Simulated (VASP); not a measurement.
# TlS2 (P4/mmm) in VASP: a series of runs, part 2 of 2

VASP 6.6.1.

### Step 4. Single point, PBE

This run uses another cell than the first one, of 24.09 Å³/atom.

Input file INCAR:

```
SYSTEM = TlS2
ALGO = Normal
EDIFF = 1E-7
ENCUT = 520
GGA = PE
ISIF = 2
ISMEAR = 0
LASPH = .TRUE.
LCHARG = .FALSE.
LREAL = .FALSE.
LWAVE = .FALSE.
NBANDS = 20
NELM = 100
PREC = Accurate
SIGMA = 0.1
```

Input file KPOINTS:

```
k-points
0
G
  12 12 8
  0 0 0
```

Input file POSCAR:

```
TlS2
1.0
    3.6212689803      0.0000000000      0.0000000000
    0.0000000000      3.6212689803      0.0000000000
    0.0000000000      0.0000000000      5.5108121724
Tl S
1 2
Direct
    0.5000000000      0.5000000000      0.5000000000
    0.0000000000      0.5000000000      0.0000000000
    0.5000000000      0.0000000000      0.0000000000
```

Potentials or basis: VASP PAW PBE potentials, release 64 (Tl_d, S).

The run is started by

```sh
cat potpaw_PBE.64/Tl_d/POTCAR potpaw_PBE.64/S/POTCAR > POTCAR
mpirun -np 1 vasp_std > vasp.out
```

OUTCAR:

```text
SYSTEM = TlS2
   EDIFF = 1E-7
   ENCUT = 520
   GGA = PE
   ISIF = 2
   ISMEAR = 0
   LASPH = .TRUE.
   LREAL = .FALSE.
   NELM = 100
   PREC = Accurate

 ion  position               nearest neighbor table
   1  0.500  0.500  0.500-   2 3.30   3 3.30   2 3.30   3 3.30   3 3.30   3 3.30   2 3.30   2 3.30

   2  0.000  0.500  0.000-   3 2.56   3 2.56   3 2.56   3 2.56   1 3.30   1 3.30   1 3.30   1 3.30

   3  0.500  0.000  0.000-   2 2.56   2 2.56   2 2.56   2 2.56   1 3.30   1 3.30   1 3.30   1 3.30

  LATTYP: Found a simple tetragonal cell.
 ALAT       =     3.6212689803
 C/A-ratio  =     1.5217903454

  Lattice vectors:

 A1 = (   3.6212689803,   0.0000000000,   0.0000000000)
 A2 = (   0.0000000000,   3.6212689803,   0.0000000000)
 A3 = (   0.0000000000,   0.0000000000,   5.5108121724)

Analysis of symmetry for initial positions (statically):
=====================================================================
 Subroutine PRICEL returns:
 Original cell was already a primitive cell.

 Routine SETGRP: Setting up the symmetry group for a
 simple tetragonal supercell.

 Subroutine GETGRP returns: Found 16 space group operations
 (whereof 16 operations were pure point group operations)
 out of a pool of 16 trial point group operations.

The static configuration has the point symmetry D_4h.

Analysis of symmetry for dynamics (positions and initial velocities):
=====================================================================
 Subroutine PRICEL returns:
 Original cell was already a primitive cell.

 Routine SETGRP: Setting up the symmetry group for a
 simple tetragonal supercell.

 Subroutine GETGRP returns: Found 16 space group operations
 (whereof 16 operations were pure point group operations)
 out of a pool of 16 trial point group operations.

The dynamic configuration has the point symmetry D_4h.

 Subroutine INISYM returns: Found 16 space group operations
 (whereof 16 operations are pure point group operations),
 and found     1 'primitive' translations

----------------------------------------------------------------------------------------

                                     Primitive cell

  volume of cell :      72.2665

  direct lattice vectors                    reciprocal lattice vectors
     3.621268980  0.000000000  0.000000000     0.276146292  0.000000000  0.000000000
     0.000000000  3.621268980  0.000000000     0.000000000  0.276146292  0.000000000
     0.000000000  0.000000000  5.510812172     0.000000000  0.000000000  0.181461456

  length of vectors
     3.621268980  3.621268980  5.510812172     0.276146292  0.276146292  0.181461456

  position of ions in fractional coordinates (direct lattice)
     0.500000000  0.500000000  0.500000000
     0.000000000  0.500000000  0.000000000
     0.500000000  0.000000000  0.000000000

  ion indices of the primitive-cell ions
   primitive index   ion index
                 1           1
                 2           2
                 3           3

----------------------------------------------------------------------------------------

 KPOINTS: k-points

Automatic generation of k-mesh.
 Grid dimensions read from file:
 generate k-points for:   12   12    8

 Generating k-lattice:

  Cartesian coordinates                     Fractional coordinates (reciprocal lattice)
     0.023012191  0.000000000  0.000000000     0.083333333  0.000000000  0.000000000
     0.000000000  0.023012191  0.000000000     0.000000000  0.083333333  0.000000000
     0.000000000  0.000000000  0.022682682     0.000000000  0.000000000  0.125000000

  Length of vectors
     0.023012191  0.023012191  0.022682682

  Shift w.r.t. Gamma in fractional coordinates (k-lattice)
     0.000000000  0.000000000  0.000000000

 Subroutine IBZKPT returns following result:
 ===========================================

 Found    140 irreducible k-points:

 Following reciprocal coordinates:
            Coordinates               Weight
  0.000000  0.000000  0.000000      1.000000
  0.083333  0.000000  0.000000      4.000000
  0.166667  0.000000  0.000000      4.000000
  0.250000  0.000000  0.000000      4.000000
  0.333333  0.000000  0.000000      4.000000
  0.416667  0.000000  0.000000      4.000000
[... 16 lines left out ...]
  0.333333  0.333333  0.000000      4.000000
  0.416667  0.333333  0.000000      8.000000
 [... further k-points ...]
   k-points           NKPTS =    140   k-points in BZ     NKDIM =    140   number of bands    NBANDS=     20
   number of dos      NEDOS =    301   number of ions     NIONS =      3
   total plane-waves  NPLWV =  32928
   dimension x,y,z NGX =    28 NGY =   28 NGZ =   42
   dimension x,y,z NGXF=    56 NGYF=   56 NGZF=   84
   ions per type =               1   2
   NGX,Y,Z   is equivalent  to a cutoff of  12.85, 12.85, 12.67 a.u.
   NGXF,Y,Z  is equivalent  to a cutoff of  25.71, 25.71, 25.34 a.u.
 SYSTEM =  TlS2
   PREC   = accura    normal or accurate (medium, high low for compatibility)
   ISTART =      0    job   : 0-new  1-cont  2-samecut
   ICHARG =      2    charge: 1-file 2-atom 10-const
   ISPIN  =      1    spin polarized calculation?
   LNONCOLLINEAR =      F non collinear calculations
   LSORBIT =      F    spin-orbit coupling
   LASPH  =      T    aspherical Exc in radial PAW
   ENCUT  =  520.0 eV  38.22 Ry    6.18 a.u.   6.73  6.73 10.25*2*pi/ulx,y,z
   NELM   =    100;   NELMIN=  2; NELMDL= -5     # of ELM steps
   EDIFF  = 0.1E-06   stopping-criterion for ELM
   LREAL  =      F    real-space projection
   EDIFFG = 0.1E-05   stopping-criterion for IOM
   NSW    =      0    number of steps for IOM
   IBRION =     -1    ionic relax: 0-MD 1-quasi-New 2-CG
   NFREE  =      0    steps in history (QN), initial steepest desc. (CG)
   ISIF   =      2    stress and relaxation
   ISYM   =      2    0-nonsym 1-usesym 2-fastsym
   POTIM  = 0.5000    time-step for ionic-motion
   TEBEG  =    0.0;   TEEND  =   0.0 temperature during run
   PSTRESS=    0.0 pullay stress
   NELECT =      25.0000    total number of electrons
   NUPDOWN=      -1.0000    fix difference up-down
   EMIN   =  10.00;   EMAX   =-10.00  energy-range for DOS
   EFERMI =   0.00;   METHOD = LEGACY
   ISMEAR =     0;   SIGMA  =   0.10  broadening in eV -4-tet -1-fermi 0-gaus
   EFERMI_NEDOS =   21; number of points for ismear=-14 and -15
   IALGO  =     38    algorithm
   IMIX   =      4    mixing-type and parameters
     AMIX     =   0.40;   BMIX     =  1.00
     AMIX_MAG =   1.60;   BMIX_MAG =  1.00
  volume/ion in A,a.u.               =      24.09       162.56
  Fermi-wavevector in a.u.,A,eV,Ry     =   1.149236  2.171741 17.969795  1.320743
  Thomas-Fermi vector in A             =   2.285906
   LORBIT       =      0    0 simple, 1 ext, 2 COOP (PROOUT), +10 PAW based schemes
   GGA     = PE    functional components
   LHFCALC =     F    Hartree Fock is set to
   AEXX    =    0.0000 exact exchange contribution
   IVDW    =     0    specifies the selected vdW correction
   LEPSILON=     F    determine dielectric tensor
   LRPA    =     F    only Hartree local field effects (RPA)
 non-spin polarized calculation
 Gauss-broadening in eV      SIGMA  =   0.10
  energy-cutoff  :      520.00
  volume of cell :       72.27
 maximum number of plane-waves:      1972
 NGX is ok and might be reduce to    28
   NGX = 13   NGY = 13   NGZ = 21

 number of electron      24.9999997 magnetization

 Free energy of the ion-electron system (eV)
  ---------------------------------------------------
  ext. energy  EPLUGINS =         0.00000000
  ---------------------------------------------------
  free energy    TOTEN  =       -10.09930314 eV

  energy without entropy =      -10.09594780  energy(sigma->0) =      -10.09762547

 E-fermi :   5.1718     XC(G=0):  -9.5655

 val. band max:        5.1681654505   @ k =   0.0833   0.0000   0.3750
 cond. band min:       5.1810496702   @ k =   0.0833   0.0000   0.2500
 fundamental gap:      0.0128842197
 Fermi energy:         5.1718249055

 k-point     1 :       0.0000    0.0000    0.0000
  band No.  band energies     occupation
      1     -10.1704      2.00000
      2      -6.4134      2.00000
      3      -6.1171      2.00000
      4      -6.0133      2.00000
      5      -5.9785      2.00000
      6      -5.9785      2.00000
[... 12 lines left out ...]
     19      13.7716      0.00000
[... 513 lines left out ...]
      4      -6.1163      2.00000
      5      -6.0842      2.00000
      6      -6.0045      2.00000
[... 12 lines left out ...]
     19      12.4230      0.00000
     20      17.0718      0.00000

 [... further k-points ...]

------------------------ aborting loop because EDIFF is reached ----------------------------------------

  FORCE on cell =-STRESS in cart. coord.  units (eV):
  Direction    XX          YY          ZZ          XY          YZ          ZX
  --------------------------------------------------------------------------------------
  -------------------------------------------------------------------------------------
  Total       -0.0443112     -0.0443112     -0.0262042      0.0000000     -0.0000000      0.0000000
  in kB       -0.9823957     -0.9823957     -0.5809584      0.0000000     -0.0000000      0.0000000
  external PRESSURE =      -0.8485833 kB  Pullay stress =       0.0000000 kB

 VOLUME and BASIS-vectors are now :
 -----------------------------------------------------------------------------
  energy-cutoff  :      520.00
  volume of cell :       72.27
      direct lattice vectors                 reciprocal lattice vectors
     3.621268980  0.000000000  0.000000000     0.276146292  0.000000000  0.000000000
     0.000000000  3.621268980  0.000000000     0.000000000  0.276146292  0.000000000
     0.000000000  0.000000000  5.510812172     0.000000000  0.000000000  0.181461456

 POSITION                                       TOTAL-FORCE (eV/Angst)
 -----------------------------------------------------------------------------------
      1.81063      1.81063      2.75541         0.000000      0.000000      0.000000
      0.00000      1.81063      0.00000         0.000000      0.000000      0.000000
      1.81063      0.00000      0.00000         0.000000      0.000000      0.000000
 -----------------------------------------------------------------------------------
    total drift:                                0.000000      0.000000      0.000000

  FREE ENERGIE OF THE ION-ELECTRON SYSTEM (eV)
  ---------------------------------------------------
  free  energy   TOTEN  =       -10.0993031381 eV

  energy  without entropy=      -10.0959478000  energy(sigma->0) =      -10.09762547
```

Wall time 63 s (1 thread of Intel Xeon 6975P-C (Granite Rapids), shared host); peak memory 0.31 GiB.

Results:

```yaml
Free_energy: -10.0993 eV
Pressure: -0.1 GPa
Band_gap_on_the_k_mesh: zero (an odd number of electrons rules out a gap without spin polarisation)
```

Levels at points of the mesh, in eV from the Fermi level:
```
           k point  band 10  band 11  band 12  band 13  band 14  band 15
(0.00, 0.00, 0.00)    -4.45    -4.45     0.13     2.90     2.90     3.97
(0.50, 0.00, 0.00)    -2.43    -2.15    -1.97    -1.26    -1.21    -0.48
(0.50, 0.50, 0.00)    -2.92    -1.87    -1.87     1.00     1.00     2.15
(0.00, 0.00, 0.50)    -4.36    -1.90     0.16     1.82     2.93     2.93
(0.50, 0.00, 0.50)    -2.04    -1.97    -1.53    -1.23    -0.62     1.65
(0.50, 0.50, 0.50)    -4.01    -2.81    -2.81     2.88     2.88     3.77
```

Caveat: spin-orbit coupling is left out, which moves the levels of the heavy elements; an odd number of electrons without spin polarisation forces a metal; a magnetic or distorted state may lie lower.

### Step 5. Relaxation of cell and atoms, PBE

This run uses another cell than the first one, of 24.21 Å³/atom.

Input file INCAR:

```
ALGO = Normal
EDIFF = 1E-7
EDIFFG = -0.01
ENCUT = 600
GGA = PE
IBRION = 2
ISIF = 3
ISMEAR = 0
LASPH = T
LCHARG = F
LREAL = F
LWAVE = F
NELM = 60
NSW = 100
PREC = Accurate
SIGMA = 0.1
```

Input file KPOINTS:

```
k-points
0
Gamma
  12 12 8
```

Input file POSCAR:

```
TlS2
1.0
    3.6292105024      0.0000000000      0.0000000000
    0.0000000000      3.6292105024      0.0000000000
    0.0000000000      0.0000000000      5.5149777575
Tl S
1 2
Direct
    0.5000000000      0.5000000000      0.5000000000
    0.0000000000      0.5000000000      0.0000000000
    0.5000000000      0.0000000000      0.0000000000
```

The run is started by

```sh
cat potpaw_PBE.64/Tl_d/POTCAR potpaw_PBE.64/S/POTCAR > POTCAR
mpirun -np 1 vasp_std > vasp.out
```

Run time: 2 min. Hardware: 1 thread of Intel Xeon 6975P-C (Granite Rapids), shared host; peak memory 0.35 GiB.

The run converged. Its results:

```
Free energy                           : -10.0996 eV
Relaxed volume                        : 24.07 Å³/atom
Relaxed cell                          : a = 3.621 Å, b = 3.621 Å, c = 5.507 Å, α = 90.00°, β = 90.00°, γ = 90.00°
Space group after relaxing (to 0.1 Å) : P4/mmm (No. 123)
Energy gained by relaxing             : 0.1 meV/atom
Ionic steps                           : 2
Pressure after relaxing               : 0.0 GPa
Band gap on the k mesh                : zero (an odd number of electrons rules out a gap without spin polarisation)
```

Stress tensor (GPa, compression positive):
```
-0.03  0.00  0.00
 0.00 -0.03  0.00
 0.00  0.00  0.04
```

The path:
| step | energy change (eV) | largest force (eV/Å) | pressure (GPa) | volume (Å³) |
| --- | --- | --- | --- | --- |
| 1 | 0.0000 | 0.0000 | -0.27 | 72.64 |
| 2 | -0.0004 | 0.0000 | -0.01 | 72.21 |

Final structure:
```xyz
3
Lattice="3.6212 0.0000 0.0000 0.0000 3.6212 0.0000 0.0000 0.0000 5.5071" Properties=species:S:1:pos:R:3 pbc="T T T"
Tl    1.8106    1.8106    2.7535
S     0.0000    1.8106    0.0000
S     1.8106    0.0000    0.0000
```

Levels at points of the mesh, in eV from the Fermi level:
| k point | band 9 | band 10 | band 11 | band 12 | band 13 | band 14 | band 15 | band 16 |
| --- | --- | --- | --- | --- | --- | --- | --- | --- |
| (0.00, 0.00, 0.00) | -5.18 | -4.45 | -4.45 | 0.13 | 2.90 | 2.90 | 3.96 | 6.05 |
| (0.50, 0.00, 0.00) | -3.21 | -2.43 | -2.15 | -1.97 | -1.26 | -1.21 | -0.48 | 5.54 |
| (0.50, 0.50, 0.00) | -6.58 | -2.91 | -1.87 | -1.87 | 1.01 | 1.01 | 2.15 | 4.42 |
| (0.00, 0.00, 0.50) | -4.36 | -4.36 | -1.90 | 0.16 | 1.83 | 2.92 | 2.92 | 4.13 |
| (0.50, 0.00, 0.50) | -3.64 | -2.05 | -1.97 | -1.53 | -1.23 | -0.62 | 1.66 | 3.86 |
| (0.50, 0.50, 0.50) | -6.59 | -4.01 | -2.81 | -2.81 | 2.89 | 2.89 | 3.77 | 4.41 |

Caveat: spin-orbit coupling is left out, which moves the levels of the heavy elements; an odd number of electrons without spin polarisation forces a metal; a magnetic or distorted state may lie lower.

### Step 6. The runs side by side

```tsv
task	cell	k mesh	cutoff (eV)	gap on the mesh (eV)	pressure (GPa)
single point	a = 3.327, b = 3.327, c = 3.996 Å, 3 atoms	6 × 6 × 4	520	none	69.7
single point	a = 3.629, b = 3.629, c = 5.515 Å, 3 atoms	6 × 6 × 4	520	none	-0.1
single point	a = 3.621, b = 3.621, c = 5.511 Å, 3 atoms	12 × 12 × 8	520	none	-0.1
relaxation of cell and atoms	relaxed from a = 3.629, b = 3.629, c = 5.515 Å, 3 atoms	12 × 12 × 8	600	none	0.0
```

Alike in all rows: level PBE; potentials or basis VASP PAW PBE potentials, release 64 (Tl_d, S); no spin polarisation; smearing gaussian 0.1 eV.

Caveats: some runs use coarse meshes; spin-orbit coupling is left out, which moves the levels of the heavy elements; an odd number of electrons without spin polarisation forces a metal; a magnetic or distorted state may lie lower.

Total energies depend on the potentials used, so only differences within one code and one set of settings carry meaning.

The gap in the log of VASP goes by the Fermi energy; the results here count the filled bands.